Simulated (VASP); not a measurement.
Runs of VASP 6.6.1 on Cd. The structure is that of space group P6/mmm (No. 191), or close to it. The cells are those of the table. This isn't the form of Cd at room conditions, which is hcp.

```csv
cell,k mesh,gap on the mesh (eV),pressure (GPa)
"a = 5.395, b = 5.395, c = 3.257 Å, angles 90.0, 90.0, 120.0°, 3 atoms",8 × 8 × 11,none,(a)
"a = 5.039, b = 5.039, c = 3.042 Å, angles 90.0, 90.0, 120.0°, 3 atoms",8 × 8 × 11,none,5.3
"a = 5.461, b = 5.461, c = 3.297 Å, angles 90.0, 90.0, 120.0°, 3 atoms",8 × 8 × 11,none,-1.7
"a = 5.259, b = 5.259, c = 3.174 Å, angles 90.0, 90.0, 120.0°, 3 atoms",7 × 7 × 10,none,(b)
"a = 5.115, b = 5.115, c = 3.087 Å, angles 90.0, 90.0, 120.0°, 3 atoms",8 × 8 × 11,none,3.1
```

Alike in all rows: task single point; level RPBE; potentials or basis VASP PAW PBE potentials, release 64 (Cd); no spin polarisation; cutoff (eV) 520; smearing fermi-dirac 0.1 eV.

Problem. Estimate the missing entries.

Solution. (a) -1.3; (b) 0.1.

Caveats: the PAW data sets were made with another functional, which shifts forces and pressure a little; the cell stands under pressure (at least some runs).

A k mesh can miss the band edges, and the runs leave out spin-orbit coupling on Cd.

A gap of «none» marks levels without a gap at the run's occupations.
